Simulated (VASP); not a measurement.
# MgS (R-3m) in VASP: notebook, part 2 of 2

VASP 6.6.1.

### 4 Electric field gradients, LDA (equal xy, yz and zx shear strains of -3 %)

INCAR reads:

```
ALGO = Normal
EDIFF = 1E-8
ENCUT = 520
ISIF = 2
ISMEAR = -1
LASPH = T
LCHARG = F
LEFG = T
LREAL = F
LWAVE = F
NBANDS = 11
NELM = 60
PREC = Accurate
SIGMA = 0.01
```

KPOINTS reads:

```
k-points
0
Gamma
  8 8 8
```

POSCAR reads:

```
MgS
1.0
   -0.0780495000      2.5626252500      2.5626252500
    2.5626252500     -0.0780495000      2.5626252500
    2.5626252500      2.5626252500     -0.0780495000
Mg S
1 1
Direct
    0.0000000000      0.0000000000      0.0000000000
    0.5000000000      0.5000000000      0.5000000000
```

Potentials or basis: VASP PAW LDA potentials, release 64 (Mg, S).

Command:

```sh
> cat potpaw_LDA.64/Mg/POTCAR potpaw_LDA.64/S/POTCAR > POTCAR
> mpirun -np 1 vasp_std > vasp.out
```

OUTCAR:

```text
EDIFF = 1E-8
   ENCUT = 520
   ISIF = 2
   ISMEAR = -1
   LASPH = T
   LREAL = F
   NELM = 60
   PREC = Accurate

 ion  position               nearest neighbor table
   1  0.000  0.000  0.000-   2 2.60   2 2.60   2 2.60   2 2.60   2 2.60   2 2.60
   2  0.500  0.500  0.500-   1 2.60   1 2.60   1 2.60   1 2.60   1 2.60   1 2.60

  LATTYP: Found a trigonal (rhomboedric) cell.
 ALAT       =     3.6249397331
 COS(alpha) =     0.4693254694

  Lattice vectors:

 A1 = (  -0.0780495000,   2.5626252500,   2.5626252500)
 A2 = (   2.5626252500,  -0.0780495000,   2.5626252500)
 A3 = (   2.5626252500,   2.5626252500,  -0.0780495000)

Analysis of symmetry for initial positions (statically):
=====================================================================
 Subroutine PRICEL returns:
 Original cell was already a primitive cell.

 Routine SETGRP: Setting up the symmetry group for a
 trigonal (rhombohedral) supercell.

 Subroutine GETGRP returns: Found 12 space group operations
 (whereof 12 operations were pure point group operations)
 out of a pool of 12 trial point group operations.

The static configuration has the point symmetry D_3d.

Analysis of symmetry for dynamics (positions and initial velocities):
=====================================================================
 Subroutine PRICEL returns:
 Original cell was already a primitive cell.

 Routine SETGRP: Setting up the symmetry group for a
 trigonal (rhombohedral) supercell.

 Subroutine GETGRP returns: Found 12 space group operations
 (whereof 12 operations were pure point group operations)
 out of a pool of 12 trial point group operations.

The dynamic configuration has the point symmetry D_3d.

 Subroutine INISYM returns: Found 12 space group operations
 (whereof 12 operations are pure point group operations),
 and found     1 'primitive' translations

----------------------------------------------------------------------------------------

                                     Primitive cell

  volume of cell :      35.1950

  direct lattice vectors                    reciprocal lattice vectors
    -0.078049500  2.562625250  2.562625250    -0.186417521  0.192273569  0.192273569
     2.562625250 -0.078049500  2.562625250     0.192273569 -0.186417521  0.192273569
     2.562625250  2.562625250 -0.078049500     0.192273569  0.192273569 -0.186417521

  length of vectors
     3.624939733  3.624939733  3.624939733     0.329681275  0.329681275  0.329681275

  position of ions in fractional coordinates (direct lattice)
     0.000000000  0.000000000  0.000000000
     0.500000000  0.500000000  0.500000000

  ion indices of the primitive-cell ions
   primitive index   ion index
                 1           1
                 2           2

----------------------------------------------------------------------------------------

 KPOINTS: k-points

Automatic generation of k-mesh.
 Grid dimensions read from file:
 generate k-points for:    8    8    8

 Generating k-lattice:

  Cartesian coordinates                     Fractional coordinates (reciprocal lattice)
    -0.023302190  0.024034196  0.024034196     0.125000000  0.000000000  0.000000000
[... 73 lines left out ...]
   EFERMI =   0.00;   METHOD = LEGACY
   ISMEAR =    -1;   SIGMA  =   0.01  broadening in eV -4-tet -1-fermi 0-gaus
   EFERMI_NEDOS =   21; number of points for ismear=-14 and -15
   IALGO  =     38    algorithm
   IMIX   =      4    mixing-type and parameters
     AMIX     =   0.40;   BMIX     =  1.00
     AMIX_MAG =   1.60;   BMIX_MAG =  1.00
  volume/ion in A,a.u.               =      17.60       118.75
  Fermi-wavevector in a.u.,A,eV,Ry     =   0.999106  1.888036 13.581496  0.998212
  Thomas-Fermi vector in A             =   2.131374
   LORBIT       =      0    0 simple, 1 ext, 2 COOP (PROOUT), +10 PAW based schemes
   GGA     = CA    functional components
   LHFCALC =     F    Hartree Fock is set to
   AEXX    =    0.0000 exact exchange contribution
   IVDW    =     0    specifies the selected vdW correction
   LEPSILON=     F    determine dielectric tensor
   LRPA    =     F    only Hartree local field effects (RPA)
 non-spin polarized calculation
  energy-cutoff  :      520.00
  volume of cell :       35.19
 maximum number of plane-waves:       963
   NGX = 13   NGY = 13   NGZ = 13

 number of electron       8.0000001 magnetization

 Free energy of the ion-electron system (eV)
  ---------------------------------------------------
  ext. energy  EPLUGINS =         0.00000000
  ---------------------------------------------------
  free energy    TOTEN  =        -9.55608169 eV

  energy without entropy =       -9.55608169  energy(sigma->0) =       -9.55608169

 E-fermi :   4.1116     XC(G=0):  -9.9913

 val. band max:        3.8529701791   @ k =   0.0000   0.0000   0.0000
 cond. band min:       6.1172561463   @ k =   0.5000   0.5000   0.0000
 fundamental gap:      2.2642859672
 Fermi energy:         4.1116157218

 k-point     1 :       0.0000    0.0000    0.0000
  band No.  band energies     occupation
      1      -9.0534      2.00000
      2       3.4625      2.00000
      3       3.4625      2.00000
      4       3.8530      2.00000
      5       7.0459      0.00000
      6      11.1772      0.00000
      7      11.1772      0.00000
      8      12.0014      0.00000
      9      13.8753      0.00000
     10      13.8753      0.00000
     11      15.8365      0.00000
[... 309 lines left out ...]
 k-point    24 :       0.3750    0.1250    0.1250
  band No.  band energies     occupation
      1      -8.1956      2.00000
      2       0.1329      2.00000
      3       2.5666      2.00000
      4       3.1804      2.00000
      5       9.0906      0.00000
      6      10.7570      0.00000
      7      10.9814      0.00000
      8      11.2658      0.00000
      9      13.0448      0.00000
     10      16.4482      0.00000
     11      16.7880      0.00000

 [... further k-points ...]
[... 5 lines left out ...]
  --------------------------------------------------------------------------------------
  -------------------------------------------------------------------------------------
  Total       -0.8323291     -0.8323291     -0.8323291      0.3425797      0.3425797      0.3425797
  in kB      -37.8900540    -37.8900540    -37.8900540     15.5952319     15.5952319     15.5952319
  external PRESSURE =     -37.8900540 kB  Pullay stress =       0.0000000 kB

 VOLUME and BASIS-vectors are now :
 -----------------------------------------------------------------------------
  energy-cutoff  :      520.00
  volume of cell :       35.19
      direct lattice vectors                 reciprocal lattice vectors
    -0.078049500  2.562625250  2.562625250    -0.186417521  0.192273569  0.192273569
     2.562625250 -0.078049500  2.562625250     0.192273569 -0.186417521  0.192273569
     2.562625250  2.562625250 -0.078049500     0.192273569  0.192273569 -0.186417521

 POSITION                                       TOTAL-FORCE (eV/Angst)
 -----------------------------------------------------------------------------------
      0.00000      0.00000      0.00000         0.000000      0.000000     -0.000000
      2.52360      2.52360      2.52360        -0.000000     -0.000000      0.000000
 -----------------------------------------------------------------------------------
    total drift:                                0.000000      0.000000      0.000000

  FREE ENERGIE OF THE ION-ELECTRON SYSTEM (eV)
  ---------------------------------------------------
  free  energy   TOTEN  =        -9.5560816901 eV

  energy  without entropy=       -9.5560816901  energy(sigma->0) =       -9.55608169

 Electric field gradients (V/A^2)
---------------------------------------------------------------------
 ion       V_xx      V_yy      V_zz      V_xy      V_xz      V_yz
---------------------------------------------------------------------
   1      -0.000    -0.000     0.000     0.528     0.528     0.528
   2      -0.000    -0.000     0.000    -8.145    -8.145    -8.145
---------------------------------------------------------------------

 Electric field gradients after diagonalization (V/A^2)
 (convention: |V_zz| > |V_xx| > |V_yy|)
----------------------------------------------------------------------
 ion       V_xx      V_yy      V_zz     asymmetry (V_yy - V_xx)/ V_zz
----------------------------------------------------------------------
   1      -0.528    -0.528     1.055       0.000
   2       8.145     8.145   -16.289       0.000
----------------------------------------------------------------------

           NMR quadrupolar parameters

 Cq : quadrupolar parameter    Cq=e*Q*V_zz/h
 eta: asymmetry parameters     (V_yy - V_xx)/ V_zz
 Q  : nuclear electric quadrupole moment in mb (millibarn)
----------------------------------------------------------------------
 ion       Cq(MHz)       eta       Q (mb)
----------------------------------------------------------------------
   1       0.003       0.000       1.000
   2      -0.039       0.000       1.000
----------------------------------------------------------------------
```

stdout:

```text
POSCAR found type information on POSCAR MgS
 POSCAR found :  2 types and       2 ions
 scaLAPACK will be used
 LDA part: xc-table for (Slater(with rela. corr.)+CA(PZ))
 , standard interpolation
 POSCAR, INCAR and KPOINTS ok, starting setup
 FFT: planning ... GRIDC
 FFT: planning ... GRID_SOFT
 FFT: planning ... GRID
 WAVECAR not read
 entering main loop
ion   1

ion   2
```

Run time: 25 s. Hardware: 1 thread of Intel Xeon 6975P-C (Granite Rapids), shared host; peak memory 0.15 GiB.

Results:

| Quantity | Value |
| --- | --- |
| Free energy | -9.5561 eV |
| Pressure | -3.8 GPa |
| Band gap on the k mesh | 2.26 eV, indirect (least direct gap 3.19 eV) |

Levels at points of the mesh, in eV from the valence-band top:
| k point | band 2 | band 3 | band 4 | band 5 | band 6 | band 7 |
| --- | --- | --- | --- | --- | --- | --- |
| (0.00, 0.00, 0.00) | -0.39 | -0.39 | 0.00 | 3.19 | 7.32 | 7.32 |
| (0.50, 0.00, 0.00) | -5.22 | -0.89 | -0.67 | 4.20 | 6.41 | 6.83 |
| (0.50, 0.50, 0.00) | -4.52 | -2.16 | -1.77 | 2.26 | 4.03 | 11.39 |
| (0.50, 0.50, 0.50) | -5.02 | -1.06 | -1.06 | 3.81 | 6.13 | 6.13 |

Electric field gradients, principal values (V/Å²):
| atom | least | middle | greatest (by size) |
| --- | --- | --- | --- |
| 1 Mg | -0.528 | -0.528 | 1.055 |
| 2 S | 8.145 | 8.145 | -16.289 |

Caveat: the cell differs from its parent crystal (equal xy, yz and zx shear strains of -3 %); without QUAD_EFG the Cq values of the log hold for a quadrupole moment of 1 mb, not for the nuclei. A k mesh can miss the band edges.

### 5 Electric field gradients, LDA (equal xy, yz and zx shear strains of -1 %)

INCAR reads:

```
  PREC = Accurate
  ENCUT = 520
  EDIFF = 1E-8
  ISMEAR = -1
  SIGMA = 0.01
  LREAL = F
  LASPH = T
  NELM = 60
  ALGO = Normal
  ISIF = 2
  LWAVE = F
  LCHARG = F
  GGA = CA
  LEFG = T
  NBANDS = 11
```

KPOINTS reads:

```
regular mesh
0
Gamma
  8 8 8
```

POSCAR reads:

```
MgS
1.0
   -0.0260165000      2.5886417500      2.5886417500
    2.5886417500     -0.0260165000      2.5886417500
    2.5886417500      2.5886417500     -0.0260165000
Mg S
1 1
Direct
    0.0000000000      0.0000000000      0.0000000000
    0.5000000000      0.5000000000      0.5000000000
```

Potentials or basis: VASP PAW LDA potentials, release 64 (Mg, S).

Command:

```sh
> cat potpaw_LDA.64/Mg/POTCAR potpaw_LDA.64/S/POTCAR > POTCAR
> mpirun -np 1 vasp_std > vasp.out
```

OUTCAR:

```text
PREC = Accurate
   ENCUT = 520
   EDIFF = 1E-8
   ISMEAR = -1
   LREAL = F
   LASPH = T
   NELM = 60
   ISIF = 2
   GGA = CA

 ion  position               nearest neighbor table
   1  0.000  0.000  0.000-   2 2.60   2 2.60   2 2.60   2 2.60   2 2.60   2 2.60
   2  0.500  0.500  0.500-   1 2.60   1 2.60   1 2.60   1 2.60   1 2.60   1 2.60

  LATTYP: Found a trigonal (rhomboedric) cell.
 ALAT       =     3.6609847142
 COS(alpha) =     0.4899250057

  Lattice vectors:

 A1 = (  -0.0260165000,   2.5886417500,   2.5886417500)
[... 549 lines left out ...]
  free  energy   TOTEN  =        -9.5696035278 eV

  energy  without entropy=       -9.5696035278  energy(sigma->0) =       -9.56960353

 Electric field gradients (V/A^2)
---------------------------------------------------------------------
 ion       V_xx      V_yy      V_zz      V_xy      V_xz      V_yz
---------------------------------------------------------------------
   1      -0.000     0.000    -0.000     0.174     0.174     0.174
   2      -0.000    -0.000    -0.000    -2.780    -2.780    -2.780
---------------------------------------------------------------------

 Electric field gradients after diagonalization (V/A^2)
 (convention: |V_zz| > |V_xx| > |V_yy|)
----------------------------------------------------------------------
 ion       V_xx      V_yy      V_zz     asymmetry (V_yy - V_xx)/ V_zz
----------------------------------------------------------------------
   1      -0.174    -0.174     0.347       0.000
   2       2.780     2.780    -5.560       0.000
----------------------------------------------------------------------

           NMR quadrupolar parameters

 Cq : quadrupolar parameter    Cq=e*Q*V_zz/h
 eta: asymmetry parameters     (V_yy - V_xx)/ V_zz
 Q  : nuclear electric quadrupole moment in mb (millibarn)
----------------------------------------------------------------------
 ion       Cq(MHz)       eta       Q (mb)
----------------------------------------------------------------------
   1       0.001       0.000       1.000
   2      -0.013       0.000       1.000
----------------------------------------------------------------------
```

Wall time 15 s (1 thread of Intel Xeon Platinum 8488C (Sapphire Rapids), shared host); peak memory 0.15 GiB.

Results:

| Item | Value |
| --- | --- |
| Free energy | -9.5696 eV |
| Pressure | -3.8 GPa |
| Band gap on the k mesh | 2.46 eV, indirect (least direct gap 3.40 eV) |

Electric field gradients, principal values (V/Å²):
```csv
atom,least,middle,greatest (by size)
1 Mg,-0.174,-0.174,0.347
2 S,2.780,2.780,-5.560
```

Caveat: the cell differs from its parent crystal (equal xy, yz and zx shear strains of -1 %); without QUAD_EFG the Cq values of the log hold for a quadrupole moment of 1 mb, not for the nuclei. A k mesh can miss the band edges.

### 6 The runs side by side

| cell | gap on the mesh (eV) | pressure (GPa) |
| --- | --- | --- |
| a = 3.698 Å, angles 59.3°, 2 atoms | 2.51 | -3.8 |
| a = 3.735 Å, angles 58.0°, 2 atoms | 2.38 | -3.8 |
| a = 3.625 Å, angles 62.0°, 2 atoms | 2.26 | -3.8 |
| a = 3.661 Å, angles 60.7°, 2 atoms | 2.46 | -3.8 |

Alike in all rows: task electric field gradients; level LDA; potentials or basis VASP PAW LDA potentials, release 64 (Mg, S); no spin polarisation; k mesh 8 × 8 × 8; cutoff (eV) 520; smearing fermi-dirac 0.01 eV.

Total energies depend on the potentials used, so only differences within one code and one set of settings carry meaning.
